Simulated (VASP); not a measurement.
# HfH5 (P-6m2) in VASP: a series of runs

HfH5 is run at these levels: PBE; tasks: single point, relaxation of cell and atoms.

Program: VASP 6.6.1. These are calculated values, not measurements. Logs are shortened: lines on timing, memory, paths and dates and some standing lists are left out, and cuts for length are marked.

## 1. The cell of the first run

It takes space group P-6m2 (No. 187, hexagonal). Conventional cell: a = 3.740 Å, b = 3.740 Å, c = 5.061 Å, α = 90.00°, β = 90.00°, γ = 120.00°. Within 2.0 Å of Hf (site symmetry -6m2) lie 3 H at 1.51 Å. Within 1.5 Å of H (site symmetry 3m) lie 3 H at 1.13 Å. H (site symmetry mm2) has 4 H at 1.13 Å and 1 Hf at 1.51 Å within 1.6 Å.

The cell was built from a structure type or drawn by symmetry, and may not be a known phase.

## 2. Single point, PBE

INCAR reads:

```
SYSTEM = HfH5
PREC     = Accurate       ! precision mode
ENCUT    = 520            ! plane-wave cutoff, eV
EDIFF    = 1E-6           ! SCF threshold, eV
ISMEAR   = 0              ! smearing method
SIGMA    = 0.1            ! smearing width, eV
LREAL    = .FALSE.        ! projectors in reciprocal space
LASPH    = .TRUE.         ! aspherical terms in the spheres
NELM     = 80             ! most SCF steps
ALGO     = Normal         ! electronic algorithm
ISIF     = 2              ! what is computed and relaxed
LWAVE    = .FALSE.        ! write WAVECAR
LCHARG   = .FALSE.        ! write CHGCAR
GGA      = PE             ! functional
NBANDS   = 16             ! bands
```

KPOINTS reads:

```
regular mesh
0
G
  6 6 4
  0 0 0
```

POSCAR reads:

```
HfH5
1.0
    3.7399368800      0.0000000000      0.0000000000
   -1.8699684400      3.2388803500      0.0000000000
    0.0000000000      0.0000000000      5.0607446200
Hf H
1 5
Direct
    0.0000000000      0.0000000000      0.0000000000
    0.6666666700      0.3333333300      0.8183208400
    0.6666666700      0.3333333300      0.1816791600
    0.7676399000      0.2323601000      0.0000000000
    0.7676399000      0.5352798100      0.0000000000
    0.4647201900      0.2323601000      0.0000000000
```

Potentials or basis: VASP PAW PBE potentials, release 64 (Hf_pv, H).

Run with:

```console
$ cat potpaw_PBE.64/Hf_pv/POTCAR potpaw_PBE.64/H/POTCAR > POTCAR
$ mpirun -np 1 vasp_std > vasp.out
```

OUTCAR:

```text
SYSTEM = HfH5
   PREC = Accurate
   ENCUT = 520
   EDIFF = 1E-6
   ISMEAR = 0
   LREAL = .FALSE.
   LASPH = .TRUE.
   NELM = 80
   ISIF = 2
   GGA = PE

 ion  position               nearest neighbor table
   1  0.000  0.000  0.000-   6 1.51   5 1.51   4 1.51   3 2.35   2 2.35   3 2.35   2 2.35   2 2.35
                             3 2.35
   2  0.667  0.333  0.818-   1 2.35   1 2.35   1 2.35
   3  0.667  0.333  0.182-   1 2.35   1 2.35   1 2.35
   4  0.768  0.232  0.000-   1 1.51
   5  0.768  0.535  0.000-   1 1.51
   6  0.465  0.232  0.000-   1 1.51

  LATTYP: Found a hexagonal cell.
 ALAT       =     3.7399368800
 C/A-ratio  =     1.3531631101

  Lattice vectors:

 A1 = (   3.7399368800,   0.0000000000,   0.0000000000)
 A2 = (  -1.8699684400,   3.2388803500,   0.0000000000)
 A3 = (   0.0000000000,   0.0000000000,   5.0607446200)

Analysis of symmetry for initial positions (statically):
=====================================================================
 Subroutine PRICEL returns:
 Original cell was already a primitive cell.

 Routine SETGRP: Setting up the symmetry group for a
 hexagonal supercell.

 Subroutine GETGRP returns: Found 12 space group operations
 (whereof 12 operations were pure point group operations)
 out of a pool of 24 trial point group operations.

The static configuration has the point symmetry D_3h.

Analysis of symmetry for dynamics (positions and initial velocities):
=====================================================================
 Subroutine PRICEL returns:
 Original cell was already a primitive cell.

 Routine SETGRP: Setting up the symmetry group for a
 hexagonal supercell.

 Subroutine GETGRP returns: Found 12 space group operations
 (whereof 12 operations were pure point group operations)
 out of a pool of 24 trial point group operations.

The dynamic configuration has the point symmetry D_3h.

 Subroutine INISYM returns: Found 12 space group operations
 (whereof 12 operations are pure point group operations),
 and found     1 'primitive' translations

----------------------------------------------------------------------------------------

                                     Primitive cell

  volume of cell :      61.3019

  direct lattice vectors                    reciprocal lattice vectors
     3.739936880  0.000000000  0.000000000     0.267384192  0.154374335  0.000000000
    -1.869968440  3.238880350  0.000000000     0.000000000  0.308748670  0.000000000
[... 95 lines left out ...]
   ISIF   =      2    stress and relaxation
   ISYM   =      2    0-nonsym 1-usesym 2-fastsym
   POTIM  = 0.5000    time-step for ionic-motion
   TEBEG  =    0.0;   TEEND  =   0.0 temperature during run
   PSTRESS=    0.0 pullay stress
   NELECT =      15.0000    total number of electrons
   NUPDOWN=      -1.0000    fix difference up-down
   EMIN   =  10.00;   EMAX   =-10.00  energy-range for DOS
   EFERMI =   0.00;   METHOD = LEGACY
   ISMEAR =     0;   SIGMA  =   0.10  broadening in eV -4-tet -1-fermi 0-gaus
   EFERMI_NEDOS =   21; number of points for ismear=-14 and -15
   IALGO  =     38    algorithm
   IMIX   =      4    mixing-type and parameters
     AMIX     =   0.40;   BMIX     =  1.00
     AMIX_MAG =   1.60;   BMIX_MAG =  1.00
  volume/ion in A,a.u.               =      10.22        68.95
  Fermi-wavevector in a.u.,A,eV,Ry     =   1.023955  1.934994 14.265479  1.048483
  Thomas-Fermi vector in A             =   2.157716
   LORBIT       =      0    0 simple, 1 ext, 2 COOP (PROOUT), +10 PAW based schemes
   GGA     = PE    functional components
   LHFCALC =     F    Hartree Fock is set to
   AEXX    =    0.0000 exact exchange contribution
   IVDW    =     0    specifies the selected vdW correction
   LEPSILON=     F    determine dielectric tensor
   LRPA    =     F    only Hartree local field effects (RPA)
 non-spin polarized calculation
 Gauss-broadening in eV      SIGMA  =   0.10
  energy-cutoff  :      520.00
  volume of cell :       61.30
 maximum number of plane-waves:      1664
 NGX is ok and might be reduce to    28
   NGX = 13   NGY = 13   NGZ = 19

 number of electron      15.0000004 magnetization

 Free energy of the ion-electron system (eV)
  ---------------------------------------------------
  ext. energy  EPLUGINS =         0.00000000
  ---------------------------------------------------
  free energy    TOTEN  =       -16.35844454 eV

  energy without entropy =      -16.35074414  energy(sigma->0) =      -16.35459434

 E-fermi :   1.0514     XC(G=0):  -8.0572

 val. band max:        1.0090639167   @ k =   0.3333   0.0000   0.2500
 cond. band min:       1.1346191422   @ k =   0.5000  -0.0000   0.0000
 fundamental gap:      0.1255552255
 Fermi energy:         1.0513803594

 k-point     1 :       0.0000    0.0000    0.0000
  band No.  band energies     occupation
      1     -29.8094      2.00000
      2     -29.7013      2.00000
      3     -29.7013      2.00000
      4     -13.6237      2.00000
      5      -2.4937      2.00000
      6      -2.0719      2.00000
[... 376 lines left out ...]
      3     -29.7900      2.00000
      4     -12.2174      2.00000
      5      -3.3313      2.00000
      6      -2.0720      2.00000
[... 8 lines left out ...]
     15       8.5303      0.00000
     16       9.7344      0.00000

------------------------ aborting loop because EDIFF is reached ----------------------------------------

  FORCE on cell =-STRESS in cart. coord.  units (eV):
  Direction    XX          YY          ZZ          XY          YZ          ZX
  --------------------------------------------------------------------------------------
  -------------------------------------------------------------------------------------
  Total       18.9944995     18.9944995      1.6699193      0.0000000      0.0000000      0.0000000
  in kB      496.4377940    496.4377951     43.6447948      0.0000000      0.0000000      0.0000000
  external PRESSURE =     345.5067946 kB  Pullay stress =       0.0000000 kB

 VOLUME and BASIS-vectors are now :
 -----------------------------------------------------------------------------
  energy-cutoff  :      520.00
  volume of cell :       61.30
      direct lattice vectors                 reciprocal lattice vectors
     3.739936880  0.000000000  0.000000000     0.267384192  0.154374335  0.000000000
    -1.869968440  3.238880350  0.000000000     0.000000000  0.308748670  0.000000000
     0.000000000  0.000000000  5.060744620     0.000000000  0.000000000  0.197599380

 POSITION                                       TOTAL-FORCE (eV/Angst)
 -----------------------------------------------------------------------------------
      0.00000      0.00000      0.00000         0.000000      0.000000     -0.000000
      1.86997      1.07963      4.14131         0.000000      0.000000     -1.486640
      1.86997      1.07963      0.91943         0.000000      0.000000      1.486640
      2.43642      0.75259      0.00000        -1.400127      0.808364     -0.000000
      1.86997      1.73371      0.00000         0.000000     -1.616728     -0.000000
      1.30352      0.75259      0.00000         1.400127      0.808364     -0.000000
 -----------------------------------------------------------------------------------
    total drift:                                0.000000     -0.000000      0.000000

  FREE ENERGIE OF THE ION-ELECTRON SYSTEM (eV)
  ---------------------------------------------------
  free  energy   TOTEN  =       -16.3584445363 eV

  energy  without entropy=      -16.3507441367  energy(sigma->0) =      -16.35459434
```

OSZICAR:

```text
N       E                     dE             d eps       ncg     rms          rms(c)
DAV:   1     0.430287226491E+02    0.43029E+02   -0.67970E+03   672   0.758E+02
DAV:   2    -0.184120909471E+02   -0.61441E+02   -0.55591E+02   952   0.193E+02
DAV:   3    -0.209355217748E+02   -0.25234E+01   -0.25093E+01   784   0.303E+01
DAV:   4    -0.209586177413E+02   -0.23096E-01   -0.23093E-01   856   0.350E+00
DAV:   5    -0.209590264165E+02   -0.40868E-03   -0.40867E-03   784   0.421E-01    0.667E+01
DAV:   6    -0.168316297334E+02    0.41274E+01   -0.46540E+00   776   0.123E+01    0.344E+01
DAV:   7    -0.164382217767E+02    0.39341E+00   -0.33735E+00   856   0.954E+00    0.372E+00
DAV:   8    -0.163754919507E+02    0.62730E-01   -0.53142E-01   768   0.432E+00    0.400E+00
DAV:   9    -0.163587923332E+02    0.16700E-01   -0.44165E-02   784   0.128E+00    0.234E-01
DAV:  10    -0.163583980819E+02    0.39425E-03   -0.46496E-03   816   0.409E-01    0.373E-01
DAV:  11    -0.163584375640E+02   -0.39482E-04   -0.24650E-04   816   0.102E-01    0.205E-01
DAV:  12    -0.163584408216E+02   -0.32575E-05   -0.30222E-05   792   0.314E-02    0.151E-01
DAV:  13    -0.163584443079E+02   -0.34863E-05   -0.77160E-06   840   0.154E-02    0.745E-03
DAV:  14    -0.163584445363E+02   -0.22842E-06   -0.24389E-07   528   0.304E-03
   1 F= -.16358445E+02 E0= -.16354594E+02  d E =-.770040E-02
```

stdout:

```text
POSCAR found type information on POSCAR HfH
 POSCAR found :  2 types and       6 ions
 scaLAPACK will be used
 LDA part: xc-table for (Slater+PW92), standard interpolation
 POSCAR, INCAR and KPOINTS ok, starting setup
 FFT: planning ... GRIDC
 FFT: planning ... GRID_SOFT
 FFT: planning ... GRID
 WAVECAR not read
 entering main loop
```

Wall time 32 s (1 thread of Intel Xeon 8259CL, shared host); peak memory 0.18 GiB.

What came out:

* Free energy: -16.3584 eV
* Pressure: 34.6 GPa
* Largest force: 1.617 eV/Å
* Band gap on the k mesh: zero (an odd number of electrons rules out a gap without spin polarisation)

Forces in eV/Å, atoms in the order of the input:
```
Hf   0.000  0.000  0.000
H    0.000  0.000 -1.487
H    0.000  0.000  1.487
H   -1.400  0.808  0.000
H    0.000 -1.617  0.000
H    1.400  0.808  0.000
```

Levels at points of the mesh, in eV from the Fermi level:
```csv
k point,band 5,band 6,band 7,band 8,band 9,band 10,band 11,band 12
"(0.00, 0.00, 0.00)",-3.55,-3.12,-3.12,-1.95,2.49,2.49,2.75,6.26
"(0.50, 0.00, 0.00)",-4.04,-3.47,-1.01,0.08,0.52,1.88,2.96,3.98
"(0.00, 0.00, 0.50)",-4.41,-3.11,-3.11,0.14,2.38,2.38,2.84,3.40
"(0.50, 0.00, 0.50)",-4.46,-3.35,-1.00,0.80,1.50,1.58,1.70,5.12
```

Caveat: the cell stands under pressure; spin-orbit coupling is left out, which moves the levels of the heavy elements; forces of over 1 eV/Å act on the atoms, so gaps and moduli don't describe the material at rest.

[end of part 1 of 3]
